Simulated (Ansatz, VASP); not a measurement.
Ba: VASP beside Ansatz

The input INCAR:

```
PREC = Accurate ; ENCUT = 520
EDIFF = 1E-6 ; ISMEAR = 0
SIGMA = 0.1 ; LREAL = F
LASPH = T ; NELM = 80
ALGO = Fast ; ISIF = 2
LWAVE = F ; LCHARG = T
GGA = PE ; LELF = T
LVHAR = T ; NBANDS = 11
```

The input KPOINTS:

```
Automatic mesh
0
Gamma
  10 10 10
```

Contents of POSCAR:

```
Ba
1.0
    4.3189434412      0.0862322740      0.0000000000
   -2.0847923808      3.7834532382      0.0000000000
    0.0000000000      0.0000000000      3.9607264668
Ba
1
Direct
    0.0000000000      0.0000000000      0.0000000000
```

Input for Ansatz:

```yaml
crystal:
  lattice:
    - [4.3189434412, 0.086232274, 0.0]
    - [-2.0847923808, 3.7834532382, 0.0]
    - [0.0, 0.0, 3.9607264668]
  atoms:
    - { symbol: Ba, position: [0.0, 0.0, 0.0] }
basis:
  ecutwfc: 420
kpoints:
  mp_grid: { grid: [10, 10, 10] }
hamiltonian:
  xc: pbe
scf:
  occupations: { method: gaussian, width: 0.1 }
output:
  forces: true
  stress: true
  eigenvalues: true
  populations: true
```

Alike in both runs: task single point; functional PBE; k mesh 10 × 10 × 10; occupations gaussian, width 0.1 eV; no spin polarisation.

|  | VASP | Ansatz |
| --- | --- | --- |
| version | VASP 6.6.1 | Ansatz 0.2.0 |
| potentials or method | VASP PAW PBE potentials, release 64 (Ba_sv), cutoff 520 eV | scalar-relativistic, plane waves, PAW |
| valence electrons in the cell | 10 | 10 |

|  | VASP | Ansatz | Ansatz less VASP |
| --- | --- | --- | --- |
| gap on the k mesh at the Fermi level (eV) | none | none | - |
| pressure (GPa) | -0.3 | -0.4 | -0.06 |
| traceless stress, the component that is largest in VASP (GPa) | 0.53 | 0.50 | -0.028 |

A gap of «none» marks a metal or a gap that the smearing closes. Ansatz's warnings: near symmetry operations not taken.

Spin-orbit coupling is off throughout.
